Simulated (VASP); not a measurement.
# CoGeMo (Pmmm) in VASP: single point with PBE

Aim: the single point of CoGeMo with PBE.

Everything below comes from runs of VASP 6.6.1. Logs are shortened: lines on timing, memory, paths and dates and some standing lists are left out, and cuts for length are marked.

### 1 The cell of the first run

It takes space group Pmmm (No. 47, orthorhombic). The conventional cell has a = 2.292 Å, b = 3.979 Å, c = 5.604 Å, α = 90.00°, β = 90.00°, γ = 90.00°. Within 3.1 Å of Co (site symmetry mmm) lie 2 Co at 2.29 Å and 4 Mo at 3.03 Å. Within 3.0 Å of Ge (site symmetry mmm) lie 2 Ge at 2.29 Å and 4 Mo at 2.30 Å. Mo (site symmetry mmm) has 2 Mo at 2.29 Å and 4 Ge at 2.30 Å and 4 Co at 3.03 Å within 3.1 Å.

The cell was generated, and may not be a known phase.

### 2 Single point, PBE, collinear spin, ferromagnetic start

Input file INCAR:

```
SYSTEM = CoGeMo
  PREC = Accurate
  ENCUT = 520
  EDIFF = 1E-6
  ISMEAR = 0
  SIGMA = 0.1
  LREAL = .FALSE.
  LASPH = .TRUE.
  NELM = 150
  ALGO = Normal
  ISIF = 2
  LWAVE = .FALSE.
  LCHARG = .FALSE.
  ISPIN = 2
  MAGMOM = 3 0 0
  LORBIT = 11
  LMAXMIX = 4
  GGA = PE
  NBANDS = 30
```

Input file KPOINTS:

```
Automatic mesh
0
G
  8 4 4
  0 0 0
```

Input file POSCAR:

```
CoGeMo
1.0
    2.2917003200      0.0000000000      0.0000000000
    0.0000000000      3.9793330100      0.0000000000
    0.0000000000      0.0000000000      5.6043720300
Co Ge Mo
1 1 1
Direct
    0.5000000000      0.5000000000      0.0000000000
    0.5000000000      0.0000000000      0.5000000000
    0.0000000000      0.5000000000      0.5000000000
```

Potentials or basis: VASP PAW PBE potentials, release 64 (Co, Ge_d, Mo_sv).

Run with:

```bash
$ cat potpaw_PBE.64/Co/POTCAR potpaw_PBE.64/Ge_d/POTCAR potpaw_PBE.64/Mo_sv/POTCAR > POTCAR
$ mpirun -np 1 vasp_std > vasp.out
```

OUTCAR:

```text
SYSTEM = CoGeMo
   PREC = Accurate
   ENCUT = 520
   EDIFF = 1E-6
   ISMEAR = 0
   LREAL = .FALSE.
   LASPH = .TRUE.
   NELM = 150
   ISIF = 2
   ISPIN = 2
   LORBIT = 11
   GGA = PE

 ion  position               nearest neighbor table
   1  0.500  0.500  0.000-   3 3.03   3 3.03   3 3.03   3 3.03
   2  0.500  0.000  0.500-   3 2.30   3 2.30   3 2.30   3 2.30
   3  0.000  0.500  0.500-   2 2.30   2 2.30   2 2.30   2 2.30   1 3.03   1 3.03   1 3.03   1 3.03

  LATTYP: Found a simple orthorhombic cell.
 ALAT       =     2.2917003200
 B/A-ratio  =     1.7364107232
 C/A-ratio  =     2.4455082460

  Lattice vectors:

 A1 = (   2.2917003200,   0.0000000000,   0.0000000000)
 A2 = (   0.0000000000,   3.9793330100,   0.0000000000)
 A3 = (   0.0000000000,   0.0000000000,   5.6043720300)

Analysis of symmetry for initial positions (statically):
=====================================================================
 Subroutine PRICEL returns:
 Original cell was already a primitive cell.

 Routine SETGRP: Setting up the symmetry group for a
 simple orthorhombic supercell.

 Subroutine GETGRP returns: Found  8 space group operations
 (whereof  8 operations were pure point group operations)
 out of a pool of  8 trial point group operations.

The static configuration has the point symmetry D_2h.

Analysis of symmetry for dynamics (positions and initial velocities):
=====================================================================
 Subroutine PRICEL returns:
 Original cell was already a primitive cell.

 Routine SETGRP: Setting up the symmetry group for a
 simple orthorhombic supercell.

 Subroutine GETGRP returns: Found  8 space group operations
 (whereof  8 operations were pure point group operations)
 out of a pool of  8 trial point group operations.

The dynamic configuration has the point symmetry D_2h.

Analysis of structural, dynamic, and magnetic symmetry:
=====================================================================
 Subroutine PRICEL returns:
 Original cell was already a primitive cell.

 Routine SETGRP: Setting up the symmetry group for a
 simple orthorhombic supercell.

 Subroutine GETGRP returns: Found  8 space group operations
 (whereof  8 operations were pure point group operations)
 out of a pool of  8 trial point group operations.

The overall configuration has the point symmetry D_2h.

 Subroutine INISYM returns: Found  8 space group operations
 (whereof  8 operations are pure point group operations),
 and found     1 'primitive' translations

----------------------------------------------------------------------------------------

                                     Primitive cell

  volume of cell :      51.1087

  direct lattice vectors                    reciprocal lattice vectors
     2.291700320  0.000000000  0.000000000     0.436357228  0.000000000  0.000000000
     0.000000000  3.979333010  0.000000000     0.000000000  0.251298395  0.000000000
     0.000000000  0.000000000  5.604372030     0.000000000  0.000000000  0.178432123

  length of vectors
     2.291700320  3.979333010  5.604372030     0.436357228  0.251298395  0.178432123

  position of ions in fractional coordinates (direct lattice)
     0.500000000  0.500000000  0.000000000
     0.500000000  0.000000000  0.500000000
     0.000000000  0.500000000  0.500000000

  ion indices of the primitive-cell ions
   primitive index   ion index
                 1           1
                 2           2
                 3           3

----------------------------------------------------------------------------------------

 KPOINTS: Automatic mesh

Automatic generation of k-mesh.
 Grid dimensions read from file:
 generate k-points for:    8    4    4

 Generating k-lattice:

  Cartesian coordinates                     Fractional coordinates (reciprocal lattice)
     0.054544654  0.000000000  0.000000000     0.125000000  0.000000000  0.000000000
     0.000000000  0.062824599  0.000000000     0.000000000  0.250000000  0.000000000
     0.000000000  0.000000000  0.044608031     0.000000000  0.000000000  0.250000000

  Length of vectors
     0.054544654  0.062824599  0.044608031

  Shift w.r.t. Gamma in fractional coordinates (k-lattice)
     0.000000000  0.000000000  0.000000000

 Subroutine IBZKPT returns following result:
 ===========================================

 Found     45 irreducible k-points:

 Following reciprocal coordinates:
            Coordinates               Weight
  0.000000  0.000000  0.000000      1.000000
  0.125000  0.000000  0.000000      2.000000
  0.250000  0.000000  0.000000      2.000000
  0.375000  0.000000  0.000000      2.000000
  0.500000  0.000000  0.000000      1.000000
  0.000000  0.250000  0.000000      2.000000
[... 16 lines left out ...]
  0.250000  0.250000  0.250000      8.000000
  0.375000  0.250000  0.250000      8.000000
 [... further k-points ...]
   k-points           NKPTS =     45   k-points in BZ     NKDIM =     45   number of bands    NBANDS=     30
   number of dos      NEDOS =    301   number of ions     NIONS =      3
   total plane-waves  NPLWV =  22680
   dimension x,y,z NGX =    18 NGY =   30 NGZ =   42
   dimension x,y,z NGXF=    36 NGYF=   60 NGZF=   84
   ions per type =               1   1   1
   NGX,Y,Z   is equivalent  to a cutoff of  13.06, 12.53, 12.46 a.u.
   NGXF,Y,Z  is equivalent  to a cutoff of  26.12, 25.07, 24.92 a.u.
 SYSTEM =  CoGeMo
   PREC   = accura    normal or accurate (medium, high low for compatibility)
   ISTART =      0    job   : 0-new  1-cont  2-samecut
   ICHARG =      2    charge: 1-file 2-atom 10-const
   ISPIN  =      2    spin polarized calculation?
   LNONCOLLINEAR =      F non collinear calculations
   LSORBIT =      F    spin-orbit coupling
   LASPH  =      T    aspherical Exc in radial PAW
   ENCUT  =  520.0 eV  38.22 Ry    6.18 a.u.   4.26  7.40 10.42*2*pi/ulx,y,z
   NELM   =    150;   NELMIN=  2; NELMDL= -5     # of ELM steps
   EDIFF  = 0.1E-05   stopping-criterion for ELM
   LREAL  =      F    real-space projection
   EDIFFG = 0.1E-04   stopping-criterion for IOM
   NSW    =      0    number of steps for IOM
   IBRION =     -1    ionic relax: 0-MD 1-quasi-New 2-CG
   NFREE  =      0    steps in history (QN), initial steepest desc. (CG)
   ISIF   =      2    stress and relaxation
   ISYM   =      2    0-nonsym 1-usesym 2-fastsym
   POTIM  = 0.5000    time-step for ionic-motion
   TEBEG  =    0.0;   TEEND  =   0.0 temperature during run
   PSTRESS=    0.0 pullay stress
   NELECT =      37.0000    total number of electrons
   NUPDOWN=      -1.0000    fix difference up-down
   EMIN   =  10.00;   EMAX   =-10.00  energy-range for DOS
   EFERMI =   0.00;   METHOD = LEGACY
   ISMEAR =     0;   SIGMA  =   0.10  broadening in eV -4-tet -1-fermi 0-gaus
   EFERMI_NEDOS =   21; number of points for ismear=-14 and -15
   IALGO  =     38    algorithm
   IMIX   =      4    mixing-type and parameters
     AMIX     =   0.40;   BMIX     =  1.00
     AMIX_MAG =   1.60;   BMIX_MAG =  1.00
  volume/ion in A,a.u.               =      17.04       114.97
  Fermi-wavevector in a.u.,A,eV,Ry     =   1.469976  2.777853 29.399888  2.160831
  Thomas-Fermi vector in A             =   2.585289
   LORBIT       =     11    0 simple, 1 ext, 2 COOP (PROOUT), +10 PAW based schemes
   GGA     = PE    functional components
   LHFCALC =     F    Hartree Fock is set to
   AEXX    =    0.0000 exact exchange contribution
   IVDW    =     0    specifies the selected vdW correction
   LEPSILON=     F    determine dielectric tensor
   LRPA    =     F    only Hartree local field effects (RPA)
 spin polarized calculation
 Gauss-broadening in eV      SIGMA  =   0.10
  energy-cutoff  :      520.00
  volume of cell :       51.11
 maximum number of plane-waves:      1411
 NGX is ok and might be reduce to    18
   NGX =  9   NGY = 15   NGZ = 21

 number of electron      36.9999981 magnetization       2.2231655

 Free energy of the ion-electron system (eV)
  ---------------------------------------------------
  ext. energy  EPLUGINS =         0.00000000
  ---------------------------------------------------
  free energy    TOTEN  =       -16.93100261 eV

  energy without entropy =      -16.91890222  energy(sigma->0) =      -16.92495241

 E-fermi :   7.7995     XC(G=0): -11.3916

 val. band max:        7.7938358985   @ k =   0.2500   0.5000   0.5000
 cond. band min:       7.8006459866   @ k =   0.3750   0.5000   0.0000
 fundamental gap:      0.0068100881
 Fermi energy:         7.7994624201

 spin component 1

 k-point     1 :       0.0000    0.0000    0.0000
  band No.  band energies     occupation
      1     -53.1142      1.00000
      2     -27.6305      1.00000
      3     -26.9922      1.00000
      4     -25.2618      1.00000
      5     -17.4314      1.00000
      6     -16.9302      1.00000
[... 22 lines left out ...]
     29      20.4734      0.00000
     30      21.7173      0.00000

 k-point     2 :       0.1250    0.0000    0.0000
  band No.  band energies     occupation
      1     -53.0153      1.00000
      2     -27.5540      1.00000
      3     -26.9161      1.00000
      4     -25.9196      1.00000
      5     -17.3077      1.00000
      6     -16.9102      1.00000
[... 22 lines left out ...]
     29      20.5428      0.00000
     30      21.4277      0.00000

 k-point     3 :       0.2500    0.0000    0.0000
  band No.  band energies     occupation
      1     -52.7678      1.00000
      2     -27.3672      1.00000
      3     -27.3653      1.00000
      4     -26.7280      1.00000
      5     -17.0120      1.00000
      6     -16.9278      1.00000
[... 682 lines left out ...]
     29      20.9557      0.00000
     30      21.5178      0.00000

 k-point    24 :       0.3750    0.2500    0.2500
  band No.  band energies     occupation
      1     -52.5069      1.00000
      2     -28.6563      1.00000
      3     -27.1609      1.00000
      4     -26.5320      1.00000
      5     -17.0620      1.00000
      6     -17.0458      1.00000
[... 22 lines left out ...]
     29      20.3968      0.00000
     30      21.1087      0.00000

 [... further k-points ...]

 spin component 2

 k-point     1 :       0.0000    0.0000    0.0000
  band No.  band energies     occupation
      1     -53.0179      1.00000
      2     -27.5233      1.00000
      3     -26.8777      1.00000
      4     -25.1786      1.00000
      5     -17.4322      1.00000
      6     -16.9274      1.00000
[... 22 lines left out ...]
     29      20.8167      0.00000
     30      21.7345      0.00000

 k-point     2 :       0.1250    0.0000    0.0000
  band No.  band energies     occupation
      1     -52.9192      1.00000
      2     -27.4467      1.00000
      3     -26.8013      1.00000
      4     -25.8343      1.00000
      5     -17.3084      1.00000
      6     -16.9074      1.00000
[... 22 lines left out ...]
     29      20.8651      0.00000
     30      21.3984      0.00000

 k-point     3 :       0.2500    0.0000    0.0000
  band No.  band energies     occupation
      1     -52.6721      1.00000
      2     -27.2779      1.00000
      3     -27.2580      1.00000
      4     -26.6125      1.00000
      5     -17.0127      1.00000
      6     -16.9261      1.00000
[... 682 lines left out ...]
     29      21.0217      0.00000
     30      21.8359      0.00000

 k-point    24 :       0.3750    0.2500    0.2500
  band No.  band energies     occupation
      1     -52.4116      1.00000
      2     -28.5636      1.00000
      3     -27.0534      1.00000
      4     -26.4158      1.00000
      5     -17.0570      1.00000
      6     -17.0441      1.00000
[... 22 lines left out ...]
     29      20.4899      0.00000
     30      21.2609      0.00000

 [... further k-points ...]

------------------------ aborting loop because EDIFF is reached ----------------------------------------

  FORCE on cell =-STRESS in cart. coord.  units (eV):
  Direction    XX          YY          ZZ          XY          YZ          ZX
  --------------------------------------------------------------------------------------
  -------------------------------------------------------------------------------------
  Total       27.3951581     25.7161788     -6.3162811      0.0000000      0.0000000      0.0000000
  in kB      858.7946420    806.1613104   -198.0053681      0.0000000      0.0000000      0.0000000
  external PRESSURE =     488.9835281 kB  Pullay stress =       0.0000000 kB

 VOLUME and BASIS-vectors are now :
 -----------------------------------------------------------------------------
  energy-cutoff  :      520.00
  volume of cell :       51.11
      direct lattice vectors                 reciprocal lattice vectors
     2.291700320  0.000000000  0.000000000     0.436357228  0.000000000  0.000000000
     0.000000000  3.979333010  0.000000000     0.000000000  0.251298395  0.000000000
     0.000000000  0.000000000  5.604372030     0.000000000  0.000000000  0.178432123

 POSITION                                       TOTAL-FORCE (eV/Angst)
 -----------------------------------------------------------------------------------
      1.14585      1.98967      0.00000         0.000000      0.000000      0.000000
      1.14585      0.00000      2.80219         0.000000      0.000000      0.000000
      0.00000      1.98967      2.80219         0.000000      0.000000      0.000000
 -----------------------------------------------------------------------------------
    total drift:                                0.000000      0.000000     -0.000000

  FREE ENERGIE OF THE ION-ELECTRON SYSTEM (eV)
  ---------------------------------------------------
  free  energy   TOTEN  =       -16.9310026109 eV

  energy  without entropy=      -16.9189022177  energy(sigma->0) =      -16.92495241

 total charge

# of ion       s       p       d       tot
------------------------------------------
    1        0.432   0.263   7.178   7.873
    2        1.234   1.573  10.210  13.017
    3        2.412   6.297   4.575  13.284
--------------------------------------------------
tot          4.078   8.133  21.964  34.174

 magnetization (x)

# of ion       s       p       d       tot
------------------------------------------
    1        0.016   0.007   2.042   2.066
    2        0.001   0.001   0.006   0.008
    3        0.001   0.005   0.145   0.151
--------------------------------------------------
tot          0.018   0.014   2.194   2.225
```

It took 2.9 min on 1 thread of Intel Xeon Platinum 8259CL at 2.50GHz (Skylake/Cascade Lake), shared host; peak memory 0.26 GiB.

What came out:

```
Free energy                                           : -16.9310 eV
Pressure                                              : 48.9 GPa
Net moment                                            : 2.22 μB per cell
Site moments                                          : Co +2.07; Ge +0.01; Mo +0.15 μB
Valence electrons inside the program's atomic spheres : Co 7.87; Ge 13.02; Mo 13.28
```

Caveat: the k points lie up to 0.39 Å⁻¹ apart.
